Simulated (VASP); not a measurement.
# HfN (rocksalt type) (Fm-3m) in VASP: a series of runs

Runs on HfN (rocksalt type). Level: LDA. Tasks: single point.

Everything below comes from runs of VASP 6.6.1. Logs are shortened: lines on timing, memory, paths and dates and some standing lists are left out, and cuts for length are marked.

## (1) The cell of the first run

Symmetry: Fm-3m, No. 225, cubic system. Conventional cell: a = 3.661 Å, b = 3.661 Å, c = 3.661 Å, α = 90.00°, β = 90.00°, γ = 90.00°. Within 2.4 Å of Hf (site symmetry m-3m) lie 6 N at 1.83 Å. Within 2.4 Å of N (site symmetry m-3m) lie 6 Hf at 1.83 Å.

## (2) Single point, LDA (volume scaled by 0.55)

File INCAR:

```
SYSTEM = HfN
PREC = Accurate ; ENCUT = 520
EDIFF = 1E-6 ; ISMEAR = -1
SIGMA = 0.1 ; LREAL = .False.
LASPH = .True. ; NELM = 80
ALGO = Normal ; ISIF = 2
LWAVE = .False. ; LCHARG = .False.
NBANDS = 14
```

File KPOINTS:

```
regular mesh
0
Gamma
  15 15 15
  0 0 0
```

File POSCAR:

```
HfN
1.0
    0.0000000000      1.8304526651      1.8304526651
    1.8304526651      0.0000000000      1.8304526651
    1.8304526651      1.8304526651      0.0000000000
Hf N
1 1
Direct
    0.0000000000      0.0000000000      0.0000000000
    0.5000000000      0.5000000000      0.5000000000
```

Potentials or basis: VASP PAW LDA potentials, release 64 (Hf_pv, N).

On the command line:

```bash
cat potpaw_LDA.64/Hf_pv/POTCAR potpaw_LDA.64/N/POTCAR > POTCAR
mpirun -np 1 vasp_std > vasp.out
```

OUTCAR:

```text
SYSTEM = HfN
   PREC = Accurate
   ENCUT = 520
   EDIFF = 1E-6
   ISMEAR = -1
   LREAL = .False.
   LASPH = .True.
   NELM = 80
   ISIF = 2

 ion  position               nearest neighbor table
   1  0.000  0.000  0.000-   2 1.83   2 1.83   2 1.83   2 1.83   2 1.83   2 1.83
   2  0.500  0.500  0.500-   1 1.83   1 1.83   1 1.83   1 1.83   1 1.83   1 1.83

  LATTYP: Found a face centered cubic cell.
 ALAT       =     3.6609053302

  Lattice vectors:

 A1 = (   0.0000000000,   1.8304526651,   1.8304526651)
 A2 = (   1.8304526651,   0.0000000000,   1.8304526651)
 A3 = (   1.8304526651,   1.8304526651,   0.0000000000)

Analysis of symmetry for initial positions (statically):
=====================================================================
 Subroutine PRICEL returns:
 Original cell was already a primitive cell.

 Routine SETGRP: Setting up the symmetry group for a
 face centered cubic supercell.

 Subroutine GETGRP returns: Found 48 space group operations
 (whereof 48 operations were pure point group operations)
 out of a pool of 48 trial point group operations.

The static configuration has the point symmetry O_h .

Analysis of symmetry for dynamics (positions and initial velocities):
=====================================================================
 Subroutine PRICEL returns:
 Original cell was already a primitive cell.

 Routine SETGRP: Setting up the symmetry group for a
 face centered cubic supercell.

 Subroutine GETGRP returns: Found 48 space group operations
 (whereof 48 operations were pure point group operations)
 out of a pool of 48 trial point group operations.

The dynamic configuration has the point symmetry O_h .

 Subroutine INISYM returns: Found 48 space group operations
 (whereof 48 operations are pure point group operations),
 and found     1 'primitive' translations

----------------------------------------------------------------------------------------

                                     Primitive cell

  volume of cell :      12.2661

  direct lattice vectors                    reciprocal lattice vectors
     0.000000000  1.830452665  1.830452665    -0.273156476  0.273156476  0.273156476
     1.830452665  0.000000000  1.830452665     0.273156476 -0.273156476  0.273156476
     1.830452665  1.830452665  0.000000000     0.273156476  0.273156476 -0.273156476

  length of vectors
     2.588650984  2.588650984  2.588650984     0.473120895  0.473120895  0.473120895

  position of ions in fractional coordinates (direct lattice)
     0.000000000  0.000000000  0.000000000
     0.500000000  0.500000000  0.500000000

  ion indices of the primitive-cell ions
   primitive index   ion index
                 1           1
                 2           2

----------------------------------------------------------------------------------------

 KPOINTS: regular mesh

Automatic generation of k-mesh.
 Grid dimensions read from file:
 generate k-points for:   15   15   15

 Generating k-lattice:

  Cartesian coordinates                     Fractional coordinates (reciprocal lattice)
    -0.018210432  0.018210432  0.018210432     0.066666667  0.000000000  0.000000000
     0.018210432 -0.018210432  0.018210432     0.000000000  0.066666667  0.000000000
     0.018210432  0.018210432 -0.018210432     0.000000000  0.000000000  0.066666667

  Length of vectors
     0.031541393  0.031541393  0.031541393

  Shift w.r.t. Gamma in fractional coordinates (k-lattice)
     0.000000000  0.000000000  0.000000000

 Subroutine IBZKPT returns following result:
 ===========================================

 Found    120 irreducible k-points:

 Following reciprocal coordinates:
            Coordinates               Weight
  0.000000  0.000000  0.000000      1.000000
  0.066667  0.000000  0.000000      8.000000
  0.133333  0.000000  0.000000      8.000000
  0.200000  0.000000  0.000000      8.000000
  0.266667  0.000000  0.000000      8.000000
  0.333333  0.000000  0.000000      8.000000
[... 16 lines left out ...]
  0.133333  0.133333  0.000000      6.000000
  0.200000  0.133333  0.000000     24.000000
 [... further k-points ...]
   k-points           NKPTS =    120   k-points in BZ     NKDIM =    120   number of bands    NBANDS=     14
   number of dos      NEDOS =    301   number of ions     NIONS =      2
   total plane-waves  NPLWV =   8000
   dimension x,y,z NGX =    20 NGY =   20 NGZ =   20
   dimension x,y,z NGXF=    40 NGYF=   40 NGZF=   40
   ions per type =               1   1
   NGX,Y,Z   is equivalent  to a cutoff of  12.84, 12.84, 12.84 a.u.
   NGXF,Y,Z  is equivalent  to a cutoff of  25.69, 25.69, 25.69 a.u.
 SYSTEM =  HfN
   PREC   = accura    normal or accurate (medium, high low for compatibility)
   ISTART =      0    job   : 0-new  1-cont  2-samecut
   ICHARG =      2    charge: 1-file 2-atom 10-const
   ISPIN  =      1    spin polarized calculation?
   LNONCOLLINEAR =      F non collinear calculations
   LSORBIT =      F    spin-orbit coupling
   LASPH  =      T    aspherical Exc in radial PAW
   ENCUT  =  520.0 eV  38.22 Ry    6.18 a.u.   4.81  4.81  4.81*2*pi/ulx,y,z
   NELM   =     80;   NELMIN=  2; NELMDL= -5     # of ELM steps
   EDIFF  = 0.1E-05   stopping-criterion for ELM
   LREAL  =      F    real-space projection
   EDIFFG = 0.1E-04   stopping-criterion for IOM
   NSW    =      0    number of steps for IOM
   IBRION =     -1    ionic relax: 0-MD 1-quasi-New 2-CG
   NFREE  =      0    steps in history (QN), initial steepest desc. (CG)
   ISIF   =      2    stress and relaxation
   ISYM   =      2    0-nonsym 1-usesym 2-fastsym
   POTIM  = 0.5000    time-step for ionic-motion
   TEBEG  =    0.0;   TEEND  =   0.0 temperature during run
   PSTRESS=    0.0 pullay stress
   NELECT =      15.0000    total number of electrons
   NUPDOWN=      -1.0000    fix difference up-down
   EMIN   =  10.00;   EMAX   =-10.00  energy-range for DOS
   EFERMI =   0.00;   METHOD = LEGACY
   ISMEAR =    -1;   SIGMA  =   0.10  broadening in eV -4-tet -1-fermi 0-gaus
   EFERMI_NEDOS =   21; number of points for ismear=-14 and -15
   IALGO  =     38    algorithm
   IMIX   =      4    mixing-type and parameters
     AMIX     =   0.40;   BMIX     =  1.00
     AMIX_MAG =   1.60;   BMIX_MAG =  1.00
  volume/ion in A,a.u.               =       6.13        41.39
  Fermi-wavevector in a.u.,A,eV,Ry     =   1.750666  3.308280 41.699586  3.064833
  Thomas-Fermi vector in A             =   2.821341
   LORBIT       =      0    0 simple, 1 ext, 2 COOP (PROOUT), +10 PAW based schemes
   GGA     = CA    functional components
   LHFCALC =     F    Hartree Fock is set to
   AEXX    =    0.0000 exact exchange contribution
   IVDW    =     0    specifies the selected vdW correction
   LEPSILON=     F    determine dielectric tensor
   LRPA    =     F    only Hartree local field effects (RPA)
 non-spin polarized calculation
  energy-cutoff  :      520.00
  volume of cell :       12.27
 maximum number of plane-waves:       338
   NGX =  9   NGY =  9   NGZ =  9

 number of electron      15.0000004 magnetization

 Free energy of the ion-electron system (eV)
  ---------------------------------------------------
  ext. energy  EPLUGINS =         0.00000000
  ---------------------------------------------------
  free energy    TOTEN  =       -11.95531436 eV

  energy without entropy =      -11.94518738  energy(sigma->0) =      -11.95025087

 E-fermi :  14.8922     XC(G=0): -16.5339

 val. band max:       14.8861866287   @ k =   0.1333   0.0000   0.0000
 cond. band min:      14.9419933850   @ k =  -0.1333   0.0667   0.0000
 fundamental gap:      0.0558067562
 Fermi energy:        14.8922113028

 k-point     1 :       0.0000    0.0000    0.0000
  band No.  band energies     occupation
      1     -13.3274      2.00000
      2     -13.3274      2.00000
      3     -13.3274      2.00000
      4      -4.8240      2.00000
      5      11.8898      2.00000
      6      11.8898      2.00000
      7      11.8898      2.00000
      8      13.7320      1.99998
      9      13.7320      1.99998
     10      13.7320      1.99998
     11      18.6890      0.00000
     12      18.6890      0.00000
     13      25.7072      0.00000
     14      26.2630      0.00000

 k-point     2 :       0.0667    0.0000    0.0000
  band No.  band energies     occupation
      1     -13.8126      2.00000
      2     -13.3469      2.00000
      3     -13.3469      2.00000
      4      -4.3302      2.00000
      5      11.1089      2.00000
      6      11.1379      2.00000
      7      11.1379      2.00000
      8      14.0775      1.99942
      9      14.0775      1.99942
     10      14.1927      1.99817
     11      19.5873      0.00000
     12      19.5873      0.00000
     13      25.9888      0.00000
     14      26.9753      0.00000

 k-point     3 :       0.1333    0.0000    0.0000
  band No.  band energies     occupation
      1     -14.9702      2.00000
      2     -13.4010      2.00000
      3     -13.4010      2.00000
      4      -3.1531      2.00000
      5       9.6864      2.00000
      6       9.6864      2.00000
      7       9.6872      2.00000
      8      14.8612      1.15380
      9      14.8862      1.03011
     10      14.8862      1.03011
     11      21.6831      0.00000
     12      21.6831      0.00000
     13      26.7282      0.00000
     14      28.9562      0.00000

 k-point     4 :       0.2000    0.0000    0.0000
  band No.  band energies     occupation
      1     -16.3459      2.00000
      2     -13.4778      2.00000
      3     -13.4778      2.00000
      4      -1.7607      2.00000
      5       8.2042      2.00000
      6       8.2042      2.00000
      7       8.2049      2.00000
      8      15.5949      0.00177
      9      16.0974      0.00001
     10      16.0974      0.00001
     11      24.2961      0.00000
     12      24.2961      0.00000
     13      27.6318      0.00000
     14      29.4033      0.00000

 k-point     5 :       0.2667    0.0000    0.0000
  band No.  band energies     occupation
      1     -17.6584      2.00000
      2     -13.5620      2.00000
      3     -13.5620      2.00000
      4      -0.4380      2.00000
      5       6.8343      2.00000
      6       6.9128      2.00000
      7       6.9128      2.00000
      8      16.5977      0.00000
      9      17.6733      0.00000
     10      17.6733      0.00000
     11      27.1009      0.00000
[... 276 lines left out ...]
 k-point    22 :      -0.0667    0.0667    0.0000
  band No.  band energies     occupation
      1     -14.4154      2.00000
      2     -13.5515      2.00000
      3     -13.3009      2.00000
      4      -3.6229      2.00000
      5       9.9033      2.00000
      6       9.9680      2.00000
      7      10.9206      2.00000
      8      14.1092      1.99921
      9      14.4188      1.98258
     10      15.3213      0.02701
     11      19.8785      0.00000
     12      21.5352      0.00000
     13      26.4579      0.00000
     14      28.0871      0.00000

 k-point    23 :       0.1333    0.1333    0.0000
  band No.  band energies     occupation
      1     -14.8815      2.00000
      2     -13.7399      2.00000
      3     -13.7399      2.00000
      4      -2.7263      2.00000
      5       7.3990      2.00000
      6      11.0413      2.00000
      7      11.0413      2.00000
      8      11.9502      2.00000
      9      16.7994      0.00000
     10      16.7994      0.00000
     11      19.3046      0.00000
     12      23.2693      0.00000
     13      27.7514      0.00000
     14      29.4079      0.00000

 k-point    24 :       0.2000    0.1333    0.0000
  band No.  band energies     occupation
      1     -15.7696      2.00000
      2     -13.9220      2.00000
      3     -13.8371      2.00000
      4      -1.8735      2.00000
      5       6.2949      2.00000
      6      10.1711      2.00000
      7      10.5026      2.00000
      8      12.1027      2.00000
      9      17.9208      0.00000
     10      17.9760      0.00000
     11      20.5185      0.00000
     12      24.5890      0.00000
     13      29.0574      0.00000
     14      29.4692      0.00000

 [... further k-points ...]
[... 5 lines left out ...]
  --------------------------------------------------------------------------------------
  -------------------------------------------------------------------------------------
  Total       49.1649079     49.1649079     49.1649079     -0.0000000     -0.0000000     -0.0000000
  in kB     6421.8522346   6421.8522346   6421.8522346     -0.0000000     -0.0000000     -0.0000000
  external PRESSURE =    6421.8522346 kB  Pullay stress =       0.0000000 kB

 VOLUME and BASIS-vectors are now :
 -----------------------------------------------------------------------------
  energy-cutoff  :      520.00
  volume of cell :       12.27
      direct lattice vectors                 reciprocal lattice vectors
     0.000000000  1.830452665  1.830452665    -0.273156476  0.273156476  0.273156476
     1.830452665  0.000000000  1.830452665     0.273156476 -0.273156476  0.273156476
     1.830452665  1.830452665  0.000000000     0.273156476  0.273156476 -0.273156476

 POSITION                                       TOTAL-FORCE (eV/Angst)
 -----------------------------------------------------------------------------------
      0.00000      0.00000      0.00000         0.000000      0.000000     -0.000000
      1.83045      1.83045      1.83045         0.000000     -0.000000      0.000000
 -----------------------------------------------------------------------------------
    total drift:                                0.000000      0.000000      0.000000

  FREE ENERGIE OF THE ION-ELECTRON SYSTEM (eV)
  ---------------------------------------------------
  free  energy   TOTEN  =       -11.9553143604 eV

  energy  without entropy=      -11.9451873782  energy(sigma->0) =      -11.95025087
```

It took 12 s on 1 thread of Intel Xeon 6975P-C (Granite Rapids), shared host; peak memory 0.14 GiB.

The run converged, but its numbers aren't listed here, since they failed a check.

Caveat: spin-orbit coupling is left out, which moves the levels of the heavy elements.

## (3) Single point, LDA (volume scaled by 0.64)

File INCAR:

```
SYSTEM = HfN
PREC = Accurate
ENCUT = 520
EDIFF = 1E-6
ISMEAR = -1
SIGMA = 0.1
LREAL = .FALSE.
LASPH = .TRUE.
NELM = 100
ALGO = Normal
ISIF = 2
LWAVE = .FALSE.
LCHARG = .FALSE.
NBANDS = 14
```

File KPOINTS:

```
regular mesh
0
G
  15 15 15
  0 0 0
```

File POSCAR:

```
HfN
1.0
    0.0000000000      1.9252963944      1.9252963944
    1.9252963944      0.0000000000      1.9252963944
    1.9252963944      1.9252963944      0.0000000000
Hf N
1 1
Direct
    0.0000000000      0.0000000000      0.0000000000
    0.5000000000      0.5000000000      0.5000000000
```

Potentials or basis: VASP PAW LDA potentials, release 64 (Hf_pv, N).

On the command line:

```bash
cat potpaw_LDA.64/Hf_pv/POTCAR potpaw_LDA.64/N/POTCAR > POTCAR
mpirun -np 1 vasp_std > vasp.out
```

It took 12 s on 1 thread of Intel Xeon 6975P-C (Granite Rapids), shared host; peak memory 0.13 GiB.

Results (log left out):

* Free energy: -17.9847 eV
* Pressure: 349.5 GPa

Levels at points of the mesh, in eV from the Fermi level:
```csv
k point,band 5,band 6,band 7,band 8,band 9,band 10,band 11,band 12
"(0.00, 0.00, 0.00)",-3.16,-3.16,-3.16,-0.89,-0.89,-0.89,3.26,3.26
```

Caveat: spin-orbit coupling is left out, which moves the levels of the heavy elements.

## (4) Single point, LDA (volume scaled by 0.64, partial waves polarizable)

File INCAR:

```
ALGO = Normal
EDIFF = 1E-7
ENCUT = 520
ISIF = 2
ISMEAR = -1
LASPH = T
LCHARG = F
LREAL = F
LWAVE = F
NBANDS = 14
NELM = 100
PREC = Accurate
SIGMA = 0.1
```

File KPOINTS:

```
k-points
0
Gamma
  15 15 15
```

POSCAR is that of step 3.

On the command line:

```bash
cat potpaw_LDA.64/Hf_pv/POTCAR potpaw_LDA.64/N/POTCAR > POTCAR
mpirun -np 1 vasp_std > vasp.out
```

Wall time 14 s (1 thread of Intel Xeon 6975P-C (Granite Rapids), shared host); peak memory 0.13 GiB.

Results (log left out):

- Free energy: -17.9847 eV
- Pressure: 349.5 GPa

Levels at points of the mesh, in eV from the Fermi level:
```csv
k point,band 6,band 7,band 8,band 9,band 10,band 11
"(0.00, 0.00, 0.00)",-3.16,-3.16,-0.89,-0.89,-0.89,3.26
```

Caveat: spin-orbit coupling is left out, which moves the levels of the heavy elements.

## (5) Single point, LDA (volume scaled by 0.72)

File INCAR:

```
SYSTEM = HfN
PREC = Accurate ; ENCUT = 520
EDIFF = 1E-7 ; ISMEAR = -1
SIGMA = 0.1 ; LREAL = .FALSE.
LASPH = .TRUE. ; NELM = 100
ALGO = Normal ; ISIF = 2
LWAVE = .FALSE. ; LCHARG = .TRUE.
GGA = CA ; LELF = .TRUE.
LVHAR = .TRUE. ; NBANDS = 14
```

File KPOINTS:

```
Automatic mesh
0
G
  15 15 15
  0 0 0
```

File POSCAR:

```
HfN
1.0
    0.0000000000      2.0023889422      2.0023889422
    2.0023889422      0.0000000000      2.0023889422
    2.0023889422      2.0023889422      0.0000000000
Hf N
1 1
Direct
    0.0000000000      0.0000000000      0.0000000000
    0.5000000000      0.5000000000      0.5000000000
```

On the command line:

```bash
cat potpaw_LDA.64/Hf_pv/POTCAR potpaw_LDA.64/N/POTCAR > POTCAR
mpirun -np 1 vasp_std > vasp.out
```

It took 15 s on 1 thread of Intel Xeon 6975P-C (Granite Rapids), shared host; peak memory 0.15 GiB.

The run converged. Its results:

```
Free energy : -20.9794 eV
Pressure    : 200.3 GPa
```

Levels at points of the mesh, in eV from the Fermi level:
```tsv
k point	band 6	band 7	band 8	band 9	band 10	band 11
(0.00, 0.00, 0.00)	-3.19	-3.19	-0.73	-0.73	-0.73	2.89
```

Caveat: spin-orbit coupling is left out, which moves the levels of the heavy elements.

## (6) Single point, LDA (volume scaled by 0.8)

File INCAR:

```
SYSTEM = HfN
PREC = Accurate ; ENCUT = 520
EDIFF = 1E-6 ; ISMEAR = -1
SIGMA = 0.1 ; LREAL = .False.
LASPH = .True. ; NELM = 80
ALGO = Normal ; ISIF = 2
LWAVE = .False. ; LCHARG = .False.
NBANDS = 14
```

File KPOINTS:

```
Automatic mesh
0
Gamma
  15 15 15
  0 0 0
```

File POSCAR:

```
HfN
1.0
    0.0000000000      2.0739626703      2.0739626703
    2.0739626703      0.0000000000      2.0739626703
    2.0739626703      2.0739626703      0.0000000000
Hf N
1 1
Direct
    0.0000000000      0.0000000000      0.0000000000
    0.5000000000      0.5000000000      0.5000000000
```

Potentials or basis: VASP PAW LDA potentials, release 64 (Hf_pv, N).

On the command line:

```bash
cat potpaw_LDA.64/Hf_pv/POTCAR potpaw_LDA.64/N/POTCAR > POTCAR
mpirun -np 1 vasp_std > vasp.out
```

Run time: 17 s. Hardware: 1 thread of Intel Xeon 6975P-C (Granite Rapids), shared host; peak memory 0.15 GiB.

The run converged. Its results:

| Property | Result |
| --- | --- |
| Free energy | -22.6591 eV |
| Pressure | 108.2 GPa |

Levels at points of the mesh, in eV from the Fermi level:
| k point | band 5 | band 6 | band 7 | band 8 | band 9 | band 10 | band 11 | band 12 |
| --- | --- | --- | --- | --- | --- | --- | --- | --- |
| (0.00, 0.00, 0.00) | -3.17 | -3.17 | -3.17 | -0.60 | -0.60 | -0.60 | 2.58 | 2.58 |

Caveat: spin-orbit coupling is left out, which moves the levels of the heavy elements.

## (7) Overview

```tsv
cell	gap on the mesh (eV)	pressure (GPa)
a = 2.723 Å, angles 60.0°, 2 atoms	none	349.5
a = 2.832 Å, angles 60.0°, 2 atoms	none	200.3
a = 2.933 Å, angles 60.0°, 2 atoms	none	108.2
```

Alike in all rows: task single point; level LDA; potentials or basis VASP PAW LDA potentials, release 64 (Hf_pv, N); no spin polarisation; k mesh 15 × 15 × 15; cutoff (eV) 520; smearing fermi-dirac 0.1 eV.

Caveats: spin-orbit coupling is left out, which moves the levels of the heavy elements.

Absolute energies hang on the potentials; compare differences alone.
